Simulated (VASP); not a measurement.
# Ti in VASP: single point with PBE

Aim: the single point of Ti with PBE.

All numbers are computed with VASP 6.6.1; they aren't measurements. Logs are shortened: lines on timing, memory, paths and dates and some standing lists are left out, and cuts for length are marked.

### Step 1. The cell of the first run

The cell holds a wire or tube with vacuum around it, 14 atoms: a = 15.900 Å, b = 15.800 Å, c = 2.810 Å, α = 90.00°, β = 90.00°, γ = 90.00°.

### Step 2. Single point, PBE

File INCAR:

```
PREC = Accurate
ENCUT = 520
EDIFF = 1E-6
ISMEAR = 0
SIGMA = 0.05
LREAL = F
LASPH = T
NELM = 100
ALGO = Normal
ISIF = 2
LWAVE = F
LCHARG = F
GGA = PE
NBANDS = 97
```

File KPOINTS:

```
regular mesh
0
Gamma
  1 1 12
```

File POSCAR:

```
Ti
1.0
   15.9000000000      0.0000000000      0.0000000000
    0.0000000000     15.8000000000      0.0000000000
    0.0000000000      0.0000000000      2.8095379997
Ti
14
Direct
    0.3048742359      0.6504580908      0.0000000000
    0.3048742359      0.3495419092      0.0000000000
    0.6116014450      0.6507414897      0.0000000000
    0.6116014450      0.3492585103      0.0000000000
    0.4550841553      0.6463603658      0.5000000000
    0.4550841553      0.3536396342      0.5000000000
    0.4138225117      0.7925761899      0.0000000000
    0.3817295388      0.5000000000      0.0000000000
    0.4138225117      0.2074238101      0.0000000000
    0.2405967026      0.5000000000      0.5000000000
    0.7028978634      0.5000000000      0.0000000000
    0.5551759195      0.7935735963      0.5000000000
    0.5593216182      0.5000000000      0.5000000000
    0.5551759195      0.2064264037      0.5000000000
```

Potentials or basis: VASP PAW PBE potentials, release 64 (Ti_sv).

The run is started by

```console
$ cat potpaw_PBE.64/Ti_sv/POTCAR > POTCAR
$ mpirun -np 1 vasp_std > vasp.out
```

OUTCAR:

```text
PREC = Accurate
   ENCUT = 520
   EDIFF = 1E-6
   ISMEAR = 0
   LREAL = F
   LASPH = T
   NELM = 100
   ISIF = 2
   GGA = PE

 ion  position               nearest neighbor table
   1  0.305  0.650  0.000-   8 2.67   5 2.77   5 2.77   7 2.84
   2  0.305  0.350  0.000-   8 2.67   6 2.77   6 2.77   9 2.84
   3  0.612  0.651  0.000-  11 2.79  12 2.81  12 2.81   5 2.86   5 2.86  13 2.89  13 2.89
   4  0.612  0.349  0.000-  11 2.79  14 2.81  14 2.81   6 2.86   6 2.86  13 2.89  13 2.89
   5  0.455  0.646  0.500-   1 2.77   1 2.77   7 2.78   7 2.78  12 2.82  13 2.85   3 2.86   3 2.86

   6  0.455  0.354  0.500-   2 2.77   2 2.77   9 2.78   9 2.78  14 2.82  13 2.85   4 2.86   4 2.86

   7  0.414  0.793  0.000-  12 2.65  12 2.65   5 2.78   5 2.78   1 2.84
   8  0.382  0.500  0.000-  10 2.65  10 2.65   1 2.67   2 2.67
   9  0.414  0.207  0.000-  14 2.65  14 2.65   6 2.78   6 2.78   2 2.84
  10  0.241  0.500  0.500-   8 2.65   8 2.65
  11  0.703  0.500  0.000-  13 2.68  13 2.68   3 2.79   4 2.79
  12  0.555  0.794  0.500-   7 2.65   7 2.65   3 2.81   3 2.81   5 2.82
  13  0.559  0.500  0.500-  11 2.68  11 2.68   5 2.85   6 2.85   3 2.89   3 2.89   4 2.89   4 2.89

  14  0.555  0.206  0.500-   9 2.65   9 2.65   4 2.81   4 2.81   6 2.82

  LATTYP: Found a simple orthorhombic cell.
 ALAT       =     2.8095379997
 B/A-ratio  =     5.6237004097
 C/A-ratio  =     5.6592934503

  Lattice vectors:

 A1 = (   0.0000000000,   0.0000000000,  -2.8095379997)
 A2 = (   0.0000000000,  15.8000000000,   0.0000000000)
 A3 = (  15.9000000000,   0.0000000000,   0.0000000000)

Analysis of symmetry for initial positions (statically):
=====================================================================
 Subroutine PRICEL returns:
 Original cell was already a primitive cell.

 Routine SETGRP: Setting up the symmetry group for a
 simple orthorhombic supercell.

 Subroutine GETGRP returns: Found  4 space group operations
 (whereof  4 operations were pure point group operations)
 out of a pool of  8 trial point group operations.

The static configuration has the point symmetry C_2v.

Analysis of symmetry for dynamics (positions and initial velocities):
=====================================================================
 Subroutine PRICEL returns:
 Original cell was already a primitive cell.

 Routine SETGRP: Setting up the symmetry group for a
 simple orthorhombic supercell.

 Subroutine GETGRP returns: Found  4 space group operations
 (whereof  4 operations were pure point group operations)
 out of a pool of  8 trial point group operations.

The dynamic configuration has the point symmetry C_2v.

 Subroutine INISYM returns: Found  4 space group operations
 (whereof  4 operations are pure point group operations),
 and found     1 'primitive' translations

----------------------------------------------------------------------------------------

                                     Primitive cell

  volume of cell :     705.8121

  direct lattice vectors                    reciprocal lattice vectors
    15.900000000  0.000000000  0.000000000     0.062893082  0.000000000  0.000000000
     0.000000000 15.800000000  0.000000000     0.000000000  0.063291139  0.000000000
     0.000000000  0.000000000  2.809538000     0.000000000  0.000000000  0.355930406

  length of vectors
    15.900000000 15.800000000  2.809538000     0.062893082  0.063291139  0.355930406

  position of ions in fractional coordinates (direct lattice)
     0.304874236  0.650458091  0.000000000
     0.304874236  0.349541909  0.000000000
     0.611601445  0.650741490  0.000000000
     0.611601445  0.349258510  0.000000000
     0.455084155  0.646360366  0.500000000
     0.455084155  0.353639634  0.500000000
     0.413822512  0.792576190  0.000000000
     0.381729539  0.500000000  0.000000000
     0.413822512  0.207423810  0.000000000
     0.240596703  0.500000000  0.500000000
     0.702897863  0.500000000  0.000000000
     0.555175920  0.793573596  0.500000000
     0.559321618  0.500000000  0.500000000
     0.555175920  0.206426404  0.500000000

  ion indices of the primitive-cell ions
   primitive index   ion index
                 1           1
                 2           2
                 3           3
                 4           4
                 5           5
                 6           6
                 7           7
                 8           8
                 9           9
                10          10
                11          11
                12          12
                13          13
                14          14

----------------------------------------------------------------------------------------

 KPOINTS: regular mesh

Automatic generation of k-mesh.
 Grid dimensions read from file:
 generate k-points for:    1    1   12

 Generating k-lattice:

  Cartesian coordinates                     Fractional coordinates (reciprocal lattice)
     0.062893082  0.000000000  0.000000000     1.000000000  0.000000000  0.000000000
     0.000000000  0.063291139  0.000000000     0.000000000  1.000000000  0.000000000
     0.000000000  0.000000000  0.029660867     0.000000000  0.000000000  0.083333333

  Length of vectors
     0.062893082  0.063291139  0.029660867

  Shift w.r.t. Gamma in fractional coordinates (k-lattice)
     0.000000000  0.000000000  0.000000000

 Subroutine IBZKPT returns following result:
 ===========================================

 Found      7 irreducible k-points:

 Following reciprocal coordinates:
            Coordinates               Weight
  0.000000  0.000000  0.000000      1.000000
  0.000000  0.000000  0.083333      2.000000
  0.000000  0.000000  0.166667      2.000000
  0.000000  0.000000  0.250000      2.000000
  0.000000  0.000000  0.333333      2.000000
  0.000000  0.000000  0.416667      2.000000
  0.000000  0.000000  0.500000      1.000000
   k-points           NKPTS =      7   k-points in BZ     NKDIM =      7   number of bands    NBANDS=     97
   number of dos      NEDOS =    301   number of ions     NIONS =     14
   total plane-waves  NPLWV = 345600
   dimension x,y,z NGX =   120 NGY =  120 NGZ =   24
   dimension x,y,z NGXF=   240 NGYF=  240 NGZF=   48
   ions per type =              14
   NGX,Y,Z   is equivalent  to a cutoff of  12.55, 12.63, 14.20 a.u.
   NGXF,Y,Z  is equivalent  to a cutoff of  25.09, 25.25, 28.40 a.u.
 SYSTEM =  unknown system
   PREC   = accura    normal or accurate (medium, high low for compatibility)
   ISTART =      0    job   : 0-new  1-cont  2-samecut
   ICHARG =      2    charge: 1-file 2-atom 10-const
   ISPIN  =      1    spin polarized calculation?
   LNONCOLLINEAR =      F non collinear calculations
   LSORBIT =      F    spin-orbit coupling
   LASPH  =      T    aspherical Exc in radial PAW
   ENCUT  =  520.0 eV  38.22 Ry    6.18 a.u.  29.56 29.38  5.22*2*pi/ulx,y,z
   NELM   =    100;   NELMIN=  2; NELMDL= -5     # of ELM steps
   EDIFF  = 0.1E-05   stopping-criterion for ELM
   LREAL  =      F    real-space projection
   EDIFFG = 0.1E-04   stopping-criterion for IOM
   NSW    =      0    number of steps for IOM
   IBRION =     -1    ionic relax: 0-MD 1-quasi-New 2-CG
   NFREE  =      0    steps in history (QN), initial steepest desc. (CG)
   ISIF   =      2    stress and relaxation
   ISYM   =      2    0-nonsym 1-usesym 2-fastsym
   POTIM  = 0.5000    time-step for ionic-motion
   TEBEG  =    0.0;   TEEND  =   0.0 temperature during run
   PSTRESS=    0.0 pullay stress
   NELECT =     168.0000    total number of electrons
   NUPDOWN=      -1.0000    fix difference up-down
   EMIN   =  10.00;   EMAX   =-10.00  energy-range for DOS
   EFERMI =   0.00;   METHOD = LEGACY
   ISMEAR =     0;   SIGMA  =   0.05  broadening in eV -4-tet -1-fermi 0-gaus
   EFERMI_NEDOS =   21; number of points for ismear=-14 and -15
   IALGO  =     38    algorithm
   IMIX   =      4    mixing-type and parameters
     AMIX     =   0.40;   BMIX     =  1.00
     AMIX_MAG =   1.60;   BMIX_MAG =  1.00
  volume/ion in A,a.u.               =      50.42       340.22
  Fermi-wavevector in a.u.,A,eV,Ry     =   1.014569  1.917257 14.005158  1.029350
  Thomas-Fermi vector in A             =   2.147804
   LORBIT       =      0    0 simple, 1 ext, 2 COOP (PROOUT), +10 PAW based schemes
   GGA     = PE    functional components
   LHFCALC =     F    Hartree Fock is set to
   AEXX    =    0.0000 exact exchange contribution
   IVDW    =     0    specifies the selected vdW correction
   LEPSILON=     F    determine dielectric tensor
   LRPA    =     F    only Hartree local field effects (RPA)
 non-spin polarized calculation
 Gauss-broadening in eV      SIGMA  =   0.05
  energy-cutoff  :      520.00
  volume of cell :      705.81
 maximum number of plane-waves:     19064
 NGX is ok and might be reduce to   120
   NGX = 59   NGY = 59   NGZ = 11

 number of electron     167.9999956 magnetization

 Free energy of the ion-electron system (eV)
  ---------------------------------------------------
  ext. energy  EPLUGINS =         0.00000000
  ---------------------------------------------------
  free energy    TOTEN  =       -97.74154801 eV

  energy without entropy =      -97.70706038  energy(sigma->0) =      -97.72430419

 E-fermi :   0.5213     XC(G=0):  -5.2763

 val. band max:        0.5172363255   @ k =   0.0000   0.0000   0.1667
 cond. band min:       0.5424385773   @ k =   0.0000   0.0000   0.2500
 fundamental gap:      0.0252022518
 Fermi energy:         0.5213236983

 k-point     1 :       0.0000    0.0000    0.0000
  band No.  band energies     occupation
      1     -56.3161      2.00000
      2     -56.2778      2.00000
      3     -56.2744      2.00000
      4     -56.2568      2.00000
      5     -56.2161      2.00000
      6     -56.2101      2.00000
[... 682 lines left out ...]
     95       1.3964      0.00000
     96       1.4884      0.00000
 [bands above 96 left out]

------------------------ aborting loop because EDIFF is reached ----------------------------------------

  FORCE on cell =-STRESS in cart. coord.  units (eV):
  Direction    XX          YY          ZZ          XY          YZ          ZX
  --------------------------------------------------------------------------------------
  -------------------------------------------------------------------------------------
  Total       -0.4234367     -0.6563110     -0.5097371      0.0000000      0.0000000      0.0000000
  in kB       -0.9611917     -1.4898110     -1.1570916      0.0000000      0.0000000      0.0000000
  external PRESSURE =      -1.2026981 kB  Pullay stress =       0.0000000 kB

 VOLUME and BASIS-vectors are now :
 -----------------------------------------------------------------------------
  energy-cutoff  :      520.00
  volume of cell :      705.81
      direct lattice vectors                 reciprocal lattice vectors
    15.900000000  0.000000000  0.000000000     0.062893082  0.000000000  0.000000000
     0.000000000 15.800000000  0.000000000     0.000000000  0.063291139  0.000000000
     0.000000000  0.000000000  2.809538000     0.000000000  0.000000000  0.355930406

 POSITION                                       TOTAL-FORCE (eV/Angst)
 -----------------------------------------------------------------------------------
      4.84750     10.27724      0.00000         0.003859      0.006163     -0.000000
      4.84750      5.52276      0.00000         0.003859     -0.006163      0.000000
      9.72446     10.28172      0.00000        -0.010115     -0.000110     -0.000000
      9.72446      5.51828      0.00000        -0.010115      0.000110     -0.000000
      7.23584     10.21249      1.40477         0.008736     -0.002901     -0.000000
      7.23584      5.58751      1.40477         0.008736      0.002901      0.000000
      6.57978     12.52270      0.00000         0.002837     -0.003939     -0.000000
      6.06950      7.90000      0.00000         0.004265      0.000000     -0.000000
      6.57978      3.27730      0.00000         0.002837      0.003939      0.000000
      3.82549      7.90000      1.40477         0.028667      0.000000     -0.000000
     11.17608      7.90000      0.00000        -0.028419      0.000000     -0.000000
      8.82730     12.53846      1.40477        -0.003374     -0.012314     -0.000000
      8.89321      7.90000      1.40477        -0.008399      0.000000     -0.000000
      8.82730      3.26154      1.40477        -0.003374      0.012314      0.000000
 -----------------------------------------------------------------------------------
    total drift:                                0.001738      0.000000      0.000002

  FREE ENERGIE OF THE ION-ELECTRON SYSTEM (eV)
  ---------------------------------------------------
  free  energy   TOTEN  =       -97.7415480129 eV

  energy  without entropy=      -97.7070603767  energy(sigma->0) =      -97.72430419
```

Run time: 44 min. Hardware: 1 thread of Intel Xeon 8259CL, shared host; peak memory 0.84 GiB.

What came out:

* Free energy: -97.7415 eV
* Largest force: 0.029 eV/Å
* Band gap on the k mesh: zero (bands 84 and 85 overlap by 0.14 eV)

Forces on the atoms (eV/Å):
```
Ti   0.004  0.006  0.000
Ti   0.004 -0.006  0.000
Ti  -0.010  0.000  0.000
Ti  -0.010  0.000  0.000
Ti   0.009 -0.003  0.000
Ti   0.009  0.003  0.000
Ti   0.003 -0.004  0.000
Ti   0.004  0.000  0.000
Ti   0.003  0.004  0.000
Ti   0.029  0.000  0.000
Ti  -0.028  0.000  0.000
Ti  -0.003 -0.012  0.000
Ti  -0.008  0.000  0.000
Ti  -0.003  0.012  0.000
```

The gap in the log of VASP goes by the Fermi energy; the results here count the filled bands.